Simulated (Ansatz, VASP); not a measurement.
**HfSi: VASP beside Ansatz**

Contents of INCAR:

```
SYSTEM = HfSi
ALGO = Normal
EDIFF = 1E-6
ENCUT = 520
ISIF = 2
ISMEAR = -1
LASPH = .True.
LCHARG = .False.
LREAL = .False.
LWAVE = .False.
NBANDS = 14
NELM = 60
PREC = Accurate
SIGMA = 0.08
```

File KPOINTS:

```
k-points
0
Gamma
  12 12 12
  0 0 0
```

The input POSCAR:

```
HfSi
1.0
    0.0000000000      2.8077130658      2.8077130658
    2.8077130658      0.0000000000      2.8077130658
    2.8077130658      2.8077130658      0.0000000000
Hf Si
1 1
Direct
    0.0000000000      0.0000000000      0.0000000000
    0.2500000000      0.2500000000      0.2500000000
```

Input for Ansatz:

```yaml
crystal:
  lattice:
    - [0.0, 2.8077130658, 2.8077130658]
    - [2.8077130658, 0.0, 2.8077130658]
    - [2.8077130658, 2.8077130658, 0.0]
  atoms:
    - { symbol: Hf, position: [0.0, 0.0, 0.0] }
    - { symbol: Si, position: [0.25, 0.25, 0.25] }
kpoints:
  mp_grid: { grid: [12, 12, 12] }
scf:
  occupations: { method: fermi_dirac, width: 0.08 }
hamiltonian:
  xc: lda
  pseudopotentials: { kind: all_electron, lapw: { basis_error: 0.001 } }
output:
  forces: true
  stress: true
  eigenvalues: true
  populations: true
```

Change from the starting cell: volume scaled by 0.85, LAPW.

Alike in both runs: task single point; functional LDA; k mesh 12 × 12 × 12; occupations fermi-dirac, width 0.08 eV; no spin polarisation.

|  | VASP | Ansatz |
| --- | --- | --- |
| version | VASP 6.6.1 | Ansatz 0.2.0 |
| potentials or method | VASP PAW LDA potentials, release 64 (Hf_pv, Si), cutoff 520 eV | all-electron LAPW, scalar-relativistic |

VASP gave:

| Property | Result |
| --- | --- |
| pressure (GPa) | 15.3 |

Task: Which values does Ansatz return?

Result: Pressure (GPa): 14.9.

LDA's correlation is that of Perdew and Zunger in VASP and of Perdew and Wang (1992) in Ansatz. Ansatz ran all-electron here, and VASP with PAW potentials.

Neither program's run includes spin-orbit coupling.
